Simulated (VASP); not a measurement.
# F (C2/c) in VASP: further runs

Runs on F. Level: PBE+D3(BJ). Tasks: single point.

All numbers are computed with VASP 6.6.1; they aren't measurements. Logs are shortened: lines on timing, memory, paths and dates and some standing lists are left out, and cuts for length are marked.

### 1 The cell of the first run

Symmetry: C2/c, No. 15, monoclinic system. Conventional cell: a = 5.419 Å, b = 3.495 Å, c = 6.632 Å, α = 90.00°, β = 91.02°, γ = 90.00°. F (site symmetry 1) has 1 F at 1.38 Å within 1.8 Å.

### 2 Single point, PBE+D3(BJ) (15.70 Å³/atom)

Contents of INCAR:

```
ALGO = Normal ; EDIFF = 1E-6
ENCUT = 520 ; GGA = PE
ISIF = 2 ; ISMEAR = 0
IVDW = 12 ; LASPH = True
LCHARG = False ; LREAL = False
LWAVE = False ; NBANDS = 22
NELM = 100 ; PREC = Accurate
SIGMA = 0.05
```

Contents of KPOINTS:

```
k-points
0
Gamma
  8 8 4
```

Contents of POSCAR:

```
F
1.0
    2.6947759422     -1.7473839017      0.2843876124
    2.6947759422      1.7473839017      0.2843876124
   -0.8131721620      0.0000000000      6.5821129623
F
4
Direct
    0.9138648456      0.5855481450      0.0939279973
    0.4144518550      0.0861351544      0.4060720027
    0.0861351544      0.4144518550      0.9060720027
    0.5855481450      0.9138648456      0.5939279973
```

Potentials or basis: VASP PAW PBE potentials, release 64 (F).

Run with:

```
cat potpaw_PBE.64/F/POTCAR > POTCAR
mpirun -np 1 vasp_std > vasp.out
```

OUTCAR:

```text
EDIFF = 1E-6
   ENCUT = 520
   GGA = PE
   ISIF = 2
   ISMEAR = 0
   IVDW = 12
   LASPH = True
   LREAL = False
   NELM = 100
   PREC = Accurate
 IVDW          = 12

 ion  position               nearest neighbor table
   1  0.914  0.586  0.094-   3 1.38
   2  0.414  0.086  0.406-   4 1.38
   3  0.086  0.414  0.906-   1 1.38
   4  0.586  0.914  0.594-   2 1.38

  LATTYP: Found a base centered monoclinic cell.
 ALAT       =     5.4194810426
 B/A-ratio  =     0.6448528514
 C/A-ratio  =     1.2237617302
 COS(beta)  =    -0.0177751940

  Lattice vectors:

 A1 = (   2.6947759422,  -1.7473839017,   0.2843876124)
 A2 = (   2.6947759422,   1.7473839017,   0.2843876124)
 A3 = (  -0.8131721620,   0.0000000000,   6.5821129623)

Analysis of symmetry for initial positions (statically):
=====================================================================
 Subroutine PRICEL returns:
 Original cell was already a primitive cell.

 Routine SETGRP: Setting up the symmetry group for a
 base centered monoclinic supercell.

 Subroutine GETGRP returns: Found  4 space group operations
 (whereof  2 operations were pure point group operations)
 out of a pool of  4 trial point group operations.

The static configuration has the point symmetry S_2 .
 The point group associated with its full space group is C_2h.

Analysis of symmetry for dynamics (positions and initial velocities):
=====================================================================
 Subroutine PRICEL returns:
 Original cell was already a primitive cell.

 Routine SETGRP: Setting up the symmetry group for a
 base centered monoclinic supercell.

 Subroutine GETGRP returns: Found  4 space group operations
 (whereof  2 operations were pure point group operations)
 out of a pool of  4 trial point group operations.

The dynamic configuration has the point symmetry S_2 .
 The point group associated with its full space group is C_2h.

 Subroutine INISYM returns: Found  4 space group operations
 (whereof  2 operations are pure point group operations),
 and found     1 'primitive' translations

----------------------------------------------------------------------------------------

                                     Primitive cell

  volume of cell :      62.7960

  direct lattice vectors                    reciprocal lattice vectors
     2.694775942 -1.747383902  0.284387612     0.183156224 -0.286142043  0.022627619
     2.694775942  1.747383902  0.284387612     0.183156224  0.286142043  0.022627619
    -0.813172162  0.000000000  6.582112962    -0.015826942  0.000000000  0.149971594

  length of vectors
     3.224289719  3.224289719  6.632153497     0.340492996  0.340492996  0.150804413

  position of ions in fractional coordinates (direct lattice)
     0.913864846  0.585548145  0.093927997
     0.414451855  0.086135154  0.406072003
     0.086135154  0.414451855  0.906072003
     0.585548145  0.913864846  0.593927997

  ion indices of the primitive-cell ions
   primitive index   ion index
                 1           1
                 2           2
                 3           3
                 4           4

----------------------------------------------------------------------------------------

 KPOINTS: k-points

Automatic generation of k-mesh.
 Grid dimensions read from file:
 generate k-points for:    8    8    4

 Generating k-lattice:

  Cartesian coordinates                     Fractional coordinates (reciprocal lattice)
     0.022894528 -0.035767755  0.002828452     0.125000000 -0.000000000  0.000000000
     0.022894528  0.035767755  0.002828452    -0.000000000  0.125000000  0.000000000
    -0.003956736  0.000000000  0.037492898     0.000000000  0.000000000  0.250000000

  Length of vectors
     0.042561625  0.042561625  0.037701103

  Shift w.r.t. Gamma in fractional coordinates (k-lattice)
     0.000000000  0.000000000  0.000000000

 Subroutine IBZKPT returns following result:
 ===========================================

 Found     78 irreducible k-points:

 Following reciprocal coordinates:
            Coordinates               Weight
  0.000000  0.000000  0.000000      1.000000
  0.125000  0.000000  0.000000      4.000000
  0.250000  0.000000  0.000000      4.000000
  0.375000  0.000000 -0.000000      4.000000
  0.500000  0.000000  0.000000      2.000000
  0.125000  0.125000  0.000000      2.000000
[... 16 lines left out ...]
  0.125000  0.000000  0.250000      4.000000
  0.250000  0.000000  0.250000      4.000000
 [... further k-points ...]
   k-points           NKPTS =     78   k-points in BZ     NKDIM =     78   number of bands    NBANDS=     22
   number of dos      NEDOS =    301   number of ions     NIONS =      4
   total plane-waves  NPLWV =  28800
   dimension x,y,z NGX =    24 NGY =   24 NGZ =   50
   dimension x,y,z NGXF=    48 NGYF=   48 NGZF=  100
   ions per type =               4
   NGX,Y,Z   is equivalent  to a cutoff of  12.37, 12.37, 12.53 a.u.
   NGXF,Y,Z  is equivalent  to a cutoff of  24.75, 24.75, 25.07 a.u.
 SYSTEM =  unknown system
   PREC   = accura    normal or accurate (medium, high low for compatibility)
   ISTART =      0    job   : 0-new  1-cont  2-samecut
   ICHARG =      2    charge: 1-file 2-atom 10-const
   ISPIN  =      1    spin polarized calculation?
   LNONCOLLINEAR =      F non collinear calculations
   LSORBIT =      F    spin-orbit coupling
   LASPH  =      T    aspherical Exc in radial PAW
   ENCUT  =  520.0 eV  38.22 Ry    6.18 a.u.   6.00  6.00 12.33*2*pi/ulx,y,z
   NELM   =    100;   NELMIN=  2; NELMDL= -5     # of ELM steps
   EDIFF  = 0.1E-05   stopping-criterion for ELM
   LREAL  =      F    real-space projection
   EDIFFG = 0.1E-04   stopping-criterion for IOM
   NSW    =      0    number of steps for IOM
   IBRION =     -1    ionic relax: 0-MD 1-quasi-New 2-CG
   NFREE  =      0    steps in history (QN), initial steepest desc. (CG)
   ISIF   =      2    stress and relaxation
   ISYM   =      2    0-nonsym 1-usesym 2-fastsym
   POTIM  = 0.5000    time-step for ionic-motion
   TEBEG  =    0.0;   TEEND  =   0.0 temperature during run
   PSTRESS=    0.0 pullay stress
   NELECT =      28.0000    total number of electrons
   NUPDOWN=      -1.0000    fix difference up-down
   EMIN   =  10.00;   EMAX   =-10.00  energy-range for DOS
   EFERMI =   0.00;   METHOD = LEGACY
   ISMEAR =     0;   SIGMA  =   0.05  broadening in eV -4-tet -1-fermi 0-gaus
   EFERMI_NEDOS =   21; number of points for ismear=-14 and -15
   IALGO  =     38    algorithm
   IMIX   =      4    mixing-type and parameters
     AMIX     =   0.40;   BMIX     =  1.00
     AMIX_MAG =   1.60;   BMIX_MAG =  1.00
  volume/ion in A,a.u.               =      15.70       105.94
  Fermi-wavevector in a.u.,A,eV,Ry     =   1.250691  2.363464 21.282629  1.564229
  Thomas-Fermi vector in A             =   2.384674
   LORBIT       =      0    0 simple, 1 ext, 2 COOP (PROOUT), +10 PAW based schemes
   GGA     = PE    functional components
   LHFCALC =     F    Hartree Fock is set to
   AEXX    =    0.0000 exact exchange contribution
   IVDW    =    12    specifies the selected vdW correction
   LEPSILON=     F    determine dielectric tensor
   LRPA    =     F    only Hartree local field effects (RPA)
 non-spin polarized calculation
 Gauss-broadening in eV      SIGMA  =   0.05
  energy-cutoff  :      520.00
  volume of cell :       62.80
 maximum number of plane-waves:      1718
   NGX = 11   NGY = 11   NGZ = 25

 number of electron      27.9999971 magnetization

 Free energy of the ion-electron system (eV)
  ---------------------------------------------------
  ext. energy  EPLUGINS =         0.00000000
  ---------------------------------------------------
  free energy    TOTEN  =        -7.22200237 eV

  energy without entropy =       -7.22200237  energy(sigma->0) =       -7.22200237

 E-fermi :  -4.7147     XC(G=0):  -7.6811

 val. band max:       -5.0069853906   @ k =   0.0000   0.0000   0.0000
 cond. band min:      -1.6877143537   @ k =   0.0000   0.0000   0.0000
 fundamental gap:      3.3192710369
 Fermi energy:        -4.7147039992

 k-point     1 :       0.0000    0.0000    0.0000
  band No.  band energies     occupation
      1     -30.4588      2.00000
      2     -30.3422      2.00000
      3     -23.5926      2.00000
      4     -23.2328      2.00000
      5     -11.8128      2.00000
      6     -11.0579      2.00000
[... 14 lines left out ...]
     21      15.5854      0.00000
     22      15.6954      0.00000

 k-point     2 :       0.1250    0.0000    0.0000
  band No.  band energies     occupation
      1     -30.4436      2.00000
      2     -30.3361      2.00000
      3     -23.5769      2.00000
      4     -23.2448      2.00000
      5     -11.7913      2.00000
      6     -11.0850      2.00000
[... 14 lines left out ...]
     21      14.3533      0.00000
     22      15.7460      0.00000

 k-point     3 :       0.2500    0.0000    0.0000
  band No.  band energies     occupation
      1     -30.4050      2.00000
      2     -30.3225      2.00000
      3     -23.5328      2.00000
      4     -23.2792      2.00000
      5     -11.7252      2.00000
      6     -11.1668      2.00000
[... 14 lines left out ...]
     21      13.8531      0.00000
     22      14.1315      0.00000

 k-point     4 :       0.3750    0.0000   -0.0000
  band No.  band energies     occupation
      1     -30.3598      2.00000
      2     -30.3148      2.00000
      3     -23.4698      2.00000
      4     -23.3328      2.00000
      5     -11.6123      2.00000
      6     -11.2991      2.00000
[... 14 lines left out ...]
     21      12.2104      0.00000
     22      12.4146      0.00000

 k-point     5 :       0.5000    0.0000    0.0000
  band No.  band energies     occupation
      1     -30.3270      2.00000
      2     -30.3252      2.00000
      3     -23.4013      2.00000
      4     -23.3973      2.00000
      5     -11.4627      2.00000
      6     -11.4583      2.00000
[... 14 lines left out ...]
     21      10.8649      0.00000
     22      10.8933      0.00000

 k-point     6 :       0.1250    0.1250    0.0000
  band No.  band energies     occupation
      1     -30.4438      2.00000
      2     -30.3309      2.00000
      3     -23.5788      2.00000
      4     -23.2311      2.00000
      5     -11.7923      2.00000
      6     -11.0650      2.00000
[... 14 lines left out ...]
     21      15.6046      0.00000
     22      15.7561      0.00000

 k-point     7 :       0.2500    0.1250    0.0000
  band No.  band energies     occupation
      1     -30.4175      2.00000
      2     -30.3165      2.00000
      3     -23.5520      2.00000
      4     -23.2423      2.00000
      5     -11.7526      2.00000
      6     -11.0998      2.00000
[... 324 lines left out ...]
      6     -11.2313      2.00000
[... 14 lines left out ...]
     21      11.8709      0.00000
     22      11.8834      0.00000

 k-point    21 :       0.5000    0.5000    0.0000
  band No.  band energies     occupation
      1     -30.3546      2.00000
      2     -30.2623      2.00000
      3     -23.4960      2.00000
      4     -23.2188      2.00000
      5     -11.6458      2.00000
      6     -11.1053      2.00000
[... 14 lines left out ...]
     21      11.6637      0.00000
     22      13.4497      0.00000

 k-point    22 :      -0.0000   -0.0000    0.2500
  band No.  band energies     occupation
      1     -30.4421      2.00000
      2     -30.3599      2.00000
      3     -23.5408      2.00000
      4     -23.2862      2.00000
      5     -11.7110      2.00000
      6     -11.1800      2.00000
[... 14 lines left out ...]
     21      15.8134      0.00000
     22      16.8251      0.00000

 k-point    23 :       0.1250    0.0000    0.2500
  band No.  band energies     occupation
      1     -30.4281      2.00000
      2     -30.3524      2.00000
      3     -23.5284      2.00000
      4     -23.2944      2.00000
      5     -11.6940      2.00000
      6     -11.1968      2.00000
[... 14 lines left out ...]
     21      14.2775      0.00000
     22      15.4564      0.00000

 k-point    24 :       0.2500    0.0000    0.2500
  band No.  band energies     occupation
      1     -30.3928      2.00000
      2     -30.3351      2.00000
      3     -23.4952      2.00000
      4     -23.3174      2.00000
      5     -11.6421      2.00000
      6     -11.2470      2.00000
[... 14 lines left out ...]
     21      12.9119      0.00000
     22      13.6527      0.00000

 [... further k-points ...]

------------------------ aborting loop because EDIFF is reached ----------------------------------------

 Edisp (eV)   -0.11988

 E8    (eV) :    -0.0263

  FORCE on cell =-STRESS in cart. coord.  units (eV):
  Direction    XX          YY          ZZ          XY          YZ          ZX
  --------------------------------------------------------------------------------------
  -------------------------------------------------------------------------------------
  Total      -0.01242     0.87443     3.88212     0.00000     0.00000    -0.49165
  in kB      -0.31683    22.31019    99.04854     0.00000     0.00000   -12.54390
  external pressure =       40.35 kB  Pullay stress =        0.00 kB

 VOLUME and BASIS-vectors are now :
 -----------------------------------------------------------------------------
  energy-cutoff  :      520.00
  volume of cell :       62.80
      direct lattice vectors                 reciprocal lattice vectors
     2.694775942 -1.747383902  0.284387612     0.183156224 -0.286142043  0.022627619
     2.694775942  1.747383902  0.284387612     0.183156224  0.286142043  0.022627619
    -0.813172162  0.000000000  6.582112962    -0.015826942  0.000000000  0.149971594

 POSITION                                       TOTAL-FORCE (eV/Angst)
 -----------------------------------------------------------------------------------
      3.96420     -0.57370      1.04466        -0.193754      0.764829      1.558366
      1.01876     -0.57370      2.81517         0.193754      0.764829     -1.558366
      0.61218      0.57370      6.10623         0.193754     -0.764829     -1.558366
      3.55762      0.57370      4.33572        -0.193754     -0.764829      1.558366
 -----------------------------------------------------------------------------------
    total drift:                               -0.000000     -0.000000     -0.000000

  FREE ENERGIE OF THE ION-ELECTRON SYSTEM (eV)
  ---------------------------------------------------
  free  energy   TOTEN  =        -7.3418791395 eV

  energy  without entropy=       -7.3418791395  energy(sigma->0) =       -7.34187914
```

Wall time 24 s (1 thread of Intel Xeon 6975P-C (Granite Rapids), shared host); peak memory 0.22 GiB.

Results:

| Property | Result |
| --- | --- |
| Free energy | -7.3419 eV |
| Pressure | 4.0 GPa |
| Largest force | 1.747 eV/Å |
| Band gap on the k mesh | 3.32 eV |
| Dispersion energy per atom | -0.030 eV |

Forces in eV/Å, atoms in the order of the input:
```
F   -0.194  0.765  1.558
F    0.194  0.765 -1.558
F    0.194 -0.765 -1.558
F   -0.194 -0.765  1.558
```

Levels at points of the mesh, in eV from the valence-band top:
```
           k point  band 10  band 11  band 12  band 13  band 14  band 15  band 16  band 17  band 18  band 19
(0.00, 0.00, 0.00)    -3.43    -0.38    -0.08    -0.05     0.00     3.32     4.20     9.13    11.72    12.86
(0.50, 0.00, 0.00)    -3.62    -0.34    -0.33    -0.09    -0.07     3.85     3.86    13.42    13.43    15.60
(0.50, 0.50, 0.00)    -3.69    -0.62    -0.48    -0.10    -0.08     3.58     4.12    13.57    14.49    15.21
(0.00, 0.00, 0.50)    -3.46    -0.25    -0.25    -0.02    -0.02     3.72     3.72    10.08    10.08    15.53
(0.50, 0.00, 0.50)    -3.63    -0.30    -0.28    -0.05    -0.04     3.82     3.83    13.91    13.93    14.09
(0.50, 0.50, 0.50)    -3.75    -0.34    -0.34    -0.30    -0.30     3.84     3.84    14.12    14.12    15.07
```

Caveat: the cell stands under pressure; forces of over 1 eV/Å act on the atoms, so gaps and moduli don't describe the material at rest.

(Part 1 of 2 ends here.)
